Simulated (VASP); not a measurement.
# MgSe (Fm-3m) in VASP: single point with PBE

Aim: the single point of MgSe with PBE.

Everything below comes from runs of VASP 6.6.1. Logs are shortened: lines on timing, memory, paths and dates and some standing lists are left out, and cuts for length are marked.

### Step 1. The cell of the first run

Symmetry: Fm-3m, No. 225, cubic system. Conventional cell: a = 5.464 Å, b = 5.464 Å, c = 5.464 Å, α = 90.00°, β = 90.00°, γ = 90.00°. Within 3.6 Å of Mg (site symmetry m-3m) lie 6 Se at 2.73 Å. Se (site symmetry m-3m) has 6 Mg at 2.73 Å within 3.6 Å.

### Step 2. Single point, PBE

Input file INCAR:

```
SYSTEM = MgSe
PREC = Accurate ; ENCUT = 600
EDIFF = 1E-6 ; ISMEAR = -1
SIGMA = 0.1 ; LREAL = .False.
LASPH = .True. ; NELM = 120
ALGO = Normal ; ISIF = 2
LWAVE = .False. ; LCHARG = .False.
GGA = PE ; NBANDS = 11
GGA_COMPAT = .False.
```

Input file KPOINTS:

```
regular mesh
0
Gamma
  8 8 8
  0 0 0
```

Input file POSCAR:

```
MgSe
1.0
    0.0000000000      2.7321720000      2.7321720000
    2.7321720000      0.0000000000      2.7321720000
    2.7321720000      2.7321720000      0.0000000000
Mg Se
1 1
Direct
    0.0000000000      0.0000000000      0.0000000000
    0.5000000000      0.5000000000      0.5000000000
```

Potentials or basis: VASP PAW PBE potentials, release 64 (Mg, Se).

On the command line:

```sh
cat potpaw_PBE.64/Mg/POTCAR potpaw_PBE.64/Se/POTCAR > POTCAR
mpirun -np 1 vasp_std > vasp.out
```

OUTCAR:

```text
SYSTEM = MgSe
   PREC = Accurate
   ENCUT = 600
   EDIFF = 1E-6
   ISMEAR = -1
   LREAL = .False.
   LASPH = .True.
   NELM = 120
   ISIF = 2
   GGA = PE

 ion  position               nearest neighbor table
   1  0.000  0.000  0.000-   2 2.73   2 2.73   2 2.73   2 2.73   2 2.73   2 2.73
   2  0.500  0.500  0.500-   1 2.73   1 2.73   1 2.73   1 2.73   1 2.73   1 2.73

  LATTYP: Found a face centered cubic cell.
 ALAT       =     5.4643440000

  Lattice vectors:

 A1 = (   0.0000000000,   2.7321720000,   2.7321720000)
 A2 = (   2.7321720000,   0.0000000000,   2.7321720000)
 A3 = (   2.7321720000,   2.7321720000,   0.0000000000)

Analysis of symmetry for initial positions (statically):
=====================================================================
 Subroutine PRICEL returns:
 Original cell was already a primitive cell.

 Routine SETGRP: Setting up the symmetry group for a
 face centered cubic supercell.

 Subroutine GETGRP returns: Found 48 space group operations
 (whereof 48 operations were pure point group operations)
 out of a pool of 48 trial point group operations.

The static configuration has the point symmetry O_h .

Analysis of symmetry for dynamics (positions and initial velocities):
=====================================================================
 Subroutine PRICEL returns:
 Original cell was already a primitive cell.

 Routine SETGRP: Setting up the symmetry group for a
 face centered cubic supercell.

 Subroutine GETGRP returns: Found 48 space group operations
 (whereof 48 operations were pure point group operations)
 out of a pool of 48 trial point group operations.

The dynamic configuration has the point symmetry O_h .

 Subroutine INISYM returns: Found 48 space group operations
 (whereof 48 operations are pure point group operations),
 and found     1 'primitive' translations

----------------------------------------------------------------------------------------

                                     Primitive cell

  volume of cell :      40.7900

  direct lattice vectors                    reciprocal lattice vectors
     0.000000000  2.732172000  2.732172000    -0.183004584  0.183004584  0.183004584
     2.732172000  0.000000000  2.732172000     0.183004584 -0.183004584  0.183004584
     2.732172000  2.732172000  0.000000000     0.183004584  0.183004584 -0.183004584

  length of vectors
     3.863874697  3.863874697  3.863874697     0.316973237  0.316973237  0.316973237

  position of ions in fractional coordinates (direct lattice)
     0.000000000  0.000000000  0.000000000
     0.500000000  0.500000000  0.500000000

  ion indices of the primitive-cell ions
   primitive index   ion index
                 1           1
                 2           2

----------------------------------------------------------------------------------------

 KPOINTS: regular mesh

Automatic generation of k-mesh.
 Grid dimensions read from file:
 generate k-points for:    8    8    8

 Generating k-lattice:

  Cartesian coordinates                     Fractional coordinates (reciprocal lattice)
    -0.022875573  0.022875573  0.022875573     0.125000000  0.000000000  0.000000000
     0.022875573 -0.022875573  0.022875573     0.000000000  0.125000000  0.000000000
     0.022875573  0.022875573 -0.022875573     0.000000000  0.000000000  0.125000000

  Length of vectors
     0.039621655  0.039621655  0.039621655

  Shift w.r.t. Gamma in fractional coordinates (k-lattice)
     0.000000000  0.000000000  0.000000000

 Subroutine IBZKPT returns following result:
 ===========================================

 Found     29 irreducible k-points:

 Following reciprocal coordinates:
            Coordinates               Weight
  0.000000  0.000000  0.000000      1.000000
  0.125000  0.000000  0.000000      8.000000
  0.250000  0.000000  0.000000      8.000000
  0.375000  0.000000  0.000000      8.000000
  0.500000  0.000000  0.000000      4.000000
  0.125000  0.125000  0.000000      6.000000
[... 16 lines left out ...]
  0.500000  0.250000  0.125000     48.000000
 -0.375000  0.250000  0.125000     24.000000
 [... further k-points ...]
   k-points           NKPTS =     29   k-points in BZ     NKDIM =     29   number of bands    NBANDS=     11
   number of dos      NEDOS =    301   number of ions     NIONS =      2
   total plane-waves  NPLWV =  32768
   dimension x,y,z NGX =    32 NGY =   32 NGZ =   32
   dimension x,y,z NGXF=    64 NGYF=   64 NGZF=   64
   ions per type =               1   1
   NGX,Y,Z   is equivalent  to a cutoff of  13.77, 13.77, 13.77 a.u.
   NGXF,Y,Z  is equivalent  to a cutoff of  27.54, 27.54, 27.54 a.u.
 SYSTEM =  MgSe
   PREC   = accura    normal or accurate (medium, high low for compatibility)
   ISTART =      0    job   : 0-new  1-cont  2-samecut
   ICHARG =      2    charge: 1-file 2-atom 10-const
   ISPIN  =      1    spin polarized calculation?
   LNONCOLLINEAR =      F non collinear calculations
   LSORBIT =      F    spin-orbit coupling
   LASPH  =      T    aspherical Exc in radial PAW
   ENCUT  =  600.0 eV  44.10 Ry    6.64 a.u.   7.72  7.72  7.72*2*pi/ulx,y,z
   NELM   =    120;   NELMIN=  2; NELMDL= -5     # of ELM steps
   EDIFF  = 0.1E-05   stopping-criterion for ELM
   LREAL  =      F    real-space projection
   EDIFFG = 0.1E-04   stopping-criterion for IOM
   NSW    =      0    number of steps for IOM
   IBRION =     -1    ionic relax: 0-MD 1-quasi-New 2-CG
   NFREE  =      0    steps in history (QN), initial steepest desc. (CG)
   ISIF   =      2    stress and relaxation
   ISYM   =      2    0-nonsym 1-usesym 2-fastsym
   POTIM  = 0.5000    time-step for ionic-motion
   TEBEG  =    0.0;   TEEND  =   0.0 temperature during run
   PSTRESS=    0.0 pullay stress
   NELECT =       8.0000    total number of electrons
   NUPDOWN=      -1.0000    fix difference up-down
   EMIN   =  10.00;   EMAX   =-10.00  energy-range for DOS
   EFERMI =   0.00;   METHOD = LEGACY
   ISMEAR =    -1;   SIGMA  =   0.10  broadening in eV -4-tet -1-fermi 0-gaus
   EFERMI_NEDOS =   21; number of points for ismear=-14 and -15
   IALGO  =     38    algorithm
   IMIX   =      4    mixing-type and parameters
     AMIX     =   0.40;   BMIX     =  1.00
     AMIX_MAG =   1.60;   BMIX_MAG =  1.00
  volume/ion in A,a.u.               =      20.40       137.63
  Fermi-wavevector in a.u.,A,eV,Ry     =   0.951160  1.797431 12.309257  0.904705
  Thomas-Fermi vector in A             =   2.079604
   LORBIT       =      0    0 simple, 1 ext, 2 COOP (PROOUT), +10 PAW based schemes
   GGA     = PE    functional components
   LHFCALC =     F    Hartree Fock is set to
   AEXX    =    0.0000 exact exchange contribution
   IVDW    =     0    specifies the selected vdW correction
   LEPSILON=     F    determine dielectric tensor
   LRPA    =     F    only Hartree local field effects (RPA)
 non-spin polarized calculation
  energy-cutoff  :      600.00
  volume of cell :       40.79
 maximum number of plane-waves:      1380
   NGX = 15   NGY = 15   NGZ = 15

 number of electron       8.0000000 magnetization

 Free energy of the ion-electron system (eV)
  ---------------------------------------------------
  ext. energy  EPLUGINS =         0.00000000
  ---------------------------------------------------
  free energy    TOTEN  =        -7.48660079 eV

  energy without entropy =       -7.48659309  energy(sigma->0) =       -7.48659694

 E-fermi :   4.1466     XC(G=0):  -9.4600

 val. band max:        3.1664740090   @ k =   0.0000   0.0000   0.0000
 cond. band min:       4.9560605630   @ k =   0.5000   0.5000   0.0000
 fundamental gap:      1.7895865540
 Fermi energy:         4.1466484557

 k-point     1 :       0.0000    0.0000    0.0000
  band No.  band energies     occupation
      1      -9.7372      2.00000
      2       3.1665      1.99989
      3       3.1665      1.99989
      4       3.1665      1.99989
      5       5.7144      0.00000
      6      10.5806      0.00000
      7      10.5806      0.00000
      8      10.5806      0.00000
      9      13.1231      0.00000
     10      13.1231      0.00000
     11      14.1362      0.00000

 k-point     2 :       0.1250    0.0000    0.0000
  band No.  band energies     occupation
      1      -9.6060      2.00000
      2       1.9524      2.00000
      3       3.0671      1.99996
      4       3.0671      1.99996
      5       6.6827      0.00000
      6      10.2632      0.00000
      7      10.8015      0.00000
      8      10.8015      0.00000
      9      12.1148      0.00000
     10      12.1148      0.00000
     11      13.8996      0.00000

 k-point     3 :       0.2500    0.0000    0.0000
  band No.  band energies     occupation
      1      -9.2547      2.00000
      2       0.1701      2.00000
      3       2.8517      2.00000
      4       2.8517      2.00000
      5       7.2653      0.00000
      6      10.2267      0.00000
      7      10.2267      0.00000
      8      10.8975      0.00000
      9      12.7337      0.00000
     10      12.7337      0.00000
     11      13.1365      0.00000

 k-point     4 :       0.3750    0.0000    0.0000
  band No.  band energies     occupation
      1      -8.8356      2.00000
      2      -1.2097      2.00000
      3       2.6635      2.00000
      4       2.6635      2.00000
      5       7.0941      0.00000
      6       9.5103      0.00000
      7       9.5103      0.00000
      8      11.8046      0.00000
      9      13.4534      0.00000
     10      14.6546      0.00000
     11      14.6546      0.00000
[... 239 lines left out ...]
 k-point    22 :       0.3750    0.2500    0.1250
  band No.  band energies     occupation
      1      -8.9817      2.00000
      2      -0.0820      2.00000
      3       1.6429      2.00000
      4       2.4729      2.00000
      5       8.0047      0.00000
      6       9.2032      0.00000
      7       9.4365      0.00000
      8      11.5579      0.00000
      9      12.6805      0.00000
     10      15.5953      0.00000
     11      16.0490      0.00000

 k-point    23 :       0.5000    0.2500    0.1250
  band No.  band energies     occupation
      1      -8.6305      2.00000
      2      -0.8711      2.00000
      3       1.1024      2.00000
      4       2.1392      2.00000
      5       7.9107      0.00000
      6       8.8620      0.00000
      7      10.3874      0.00000
      8      11.4505      0.00000
      9      14.0232      0.00000
     10      15.8236      0.00000
     11      16.5783      0.00000

 k-point    24 :      -0.3750    0.2500    0.1250
  band No.  band energies     occupation
      1      -8.4661      2.00000
      2      -1.2292      2.00000
      3       0.9611      2.00000
      4       1.9644      2.00000
      5       7.8903      0.00000
      6       8.5740      0.00000
      7      10.9014      0.00000
      8      12.2067      0.00000
      9      14.2082      0.00000
     10      14.8663      0.00000
     11      17.2393      0.00000

 [... further k-points ...]

------------------------ aborting loop because EDIFF is reached ----------------------------------------

  FORCE on cell =-STRESS in cart. coord.  units (eV):
  Direction    XX          YY          ZZ          XY          YZ          ZX
  --------------------------------------------------------------------------------------
  -------------------------------------------------------------------------------------
  Total        0.3585997      0.3585997      0.3585997      0.0000000      0.0000000     -0.0000000
  in kB       14.0853101     14.0853101     14.0853101      0.0000000      0.0000000     -0.0000000
  external PRESSURE =      14.0853101 kB  Pullay stress =       0.0000000 kB

 VOLUME and BASIS-vectors are now :
 -----------------------------------------------------------------------------
  energy-cutoff  :      600.00
  volume of cell :       40.79
      direct lattice vectors                 reciprocal lattice vectors
     0.000000000  2.732172000  2.732172000    -0.183004584  0.183004584  0.183004584
     2.732172000  0.000000000  2.732172000     0.183004584 -0.183004584  0.183004584
     2.732172000  2.732172000  0.000000000     0.183004584  0.183004584 -0.183004584

 POSITION                                       TOTAL-FORCE (eV/Angst)
 -----------------------------------------------------------------------------------
      0.00000      0.00000      0.00000        -0.000000      0.000000      0.000000
      2.73217      2.73217      2.73217         0.000000     -0.000000     -0.000000
 -----------------------------------------------------------------------------------
    total drift:                               -0.000000     -0.000000      0.000000

  FREE ENERGIE OF THE ION-ELECTRON SYSTEM (eV)
  ---------------------------------------------------
  free  energy   TOTEN  =        -7.4866007912 eV

  energy  without entropy=       -7.4865930914  energy(sigma->0) =       -7.48659694
```

Wall time 16 s (1 thread of AMD EPYC 9R45 (Zen 5), shared host); peak memory 0.14 GiB.

Results:

- Free energy: -7.4866 eV
- Pressure: 1.4 GPa
- Band gap on the k mesh: 1.79 eV, indirect (least direct gap 2.55 eV)

Levels at points of the mesh, in eV from the valence-band top:
| k point | band 2 | band 3 | band 4 | band 5 | band 6 | band 7 |
| --- | --- | --- | --- | --- | --- | --- |
| (0.00, 0.00, 0.00) | 0.00 | 0.00 | 0.00 | 2.55 | 7.41 | 7.41 |
| (0.50, 0.00, 0.00) | -4.91 | -0.57 | -0.57 | 3.82 | 6.09 | 6.09 |
| (0.50, 0.50, 0.00) | -4.23 | -1.77 | -1.77 | 1.79 | 3.98 | 11.68 |

A k mesh can miss the band edges. A hybrid or GW would open this gap; PBE tends to underestimate it.
